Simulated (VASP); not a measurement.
BaTiO3, 5 atoms in the cell. The structure is tetragonal, space group P4/mmm (No. 123). The conventional cell has a = 4.006 Å, b = 4.006 Å, c = 3.926 Å, α = 90.00°, β = 90.00°, γ = 90.00°. Ba (site symmetry 4/mmm) has 12 O at 2.80 to 2.83 Å and 8 Ti at 3.45 Å within 3.7 Å. Within 2.6 Å of Ti (site symmetry 4/mmm) lie 6 O at 1.96 to 2.00 Å. O (site symmetry mmm) has 2 Ti at 2.00 Å within 2.7 Å. O (site symmetry 4/mmm) has 2 Ti at 1.96 Å within 2.6 Å.  This cell differs from its parent crystal: z stretched by -2 %.

| Item | Value |
| --- | --- |
| Program | VASP 6.6.1 |
| Task | relaxation of the atoms |
| Functional | PBE |
| Potentials or basis | VASP PAW PBE potentials, release 64 (Ba_sv, Ti_sv, O) |
| Cutoff | 520 eV |
| k mesh | 8 × 8 × 8 |
| Occupations | fermi-dirac, width 0.02 eV |
| Spin | no spin polarisation |
| Dipole correction | no |
| Further INCAR settings | ALGO = Normal; EDIFF = 1e-07; IBRION = 2; EDIFFG = -0.02; NSW = 80 |

Potentials or basis: VASP PAW PBE potentials, release 64 (Ba_sv, Ti_sv, O).

Command:

```console
$ cat potpaw_PBE.64/Ba_sv/POTCAR potpaw_PBE.64/Ti_sv/POTCAR potpaw_PBE.64/O/POTCAR > POTCAR
$ mpirun -np 1 vasp_std > vasp.out
```

Hardware: 1 thread of Intel Xeon 8259CL (shared host).

How long does it take, and how much memory?

It took 3.7 min on 1 thread of Intel Xeon 8259CL, with other jobs on the host, peak memory 0.26 GiB. Counts: scf iterations 18, k points 75, ion steps 1.
